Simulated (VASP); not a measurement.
Input of a VASP 6.6.1 run:

The input INCAR:

```
ALGO = Normal
EDIFF = 1E-6
ENCUT = 520
GGA = PE
ISIF = 2
ISMEAR = -1
LASPH = T
LCHARG = F
LREAL = F
LWAVE = F
NBANDS = 30
NELM = 60
PREC = Accurate
SIGMA = 0.05
```

Contents of KPOINTS:

```
k-points
0
Gamma
  6 6 6
```

POSCAR

```
In3Se
1.0
    4.8979732526      0.0000000000      0.0000000000
    0.0000000000      4.8979732526      0.0000000000
    0.0000000000      0.0000000000      4.8979732526
In Se
3 1
Direct
    0.5000000000      0.5000000000      0.0000000000
    0.5000000000      0.0000000000      0.5000000000
    0.0000000000      0.5000000000      0.5000000000
    0.0000000000      0.0000000000      0.0000000000
```

Potentials or basis: VASP PAW PBE potentials, release 64 (In_d, Se).

Run with:

```sh
$ cat potpaw_PBE.64/In_d/POTCAR potpaw_PBE.64/Se/POTCAR > POTCAR
$ mpirun -np 1 vasp_std > vasp.out
```

(1) Predict the pressure.

(2) Predict the band gap on the k mesh.

Answers

(1) -1.9 GPa.

(2) zero (an odd number of electrons rules out a gap without spin polarisation).

Caveat: spin-orbit coupling is left out, which moves the levels of the heavy elements.
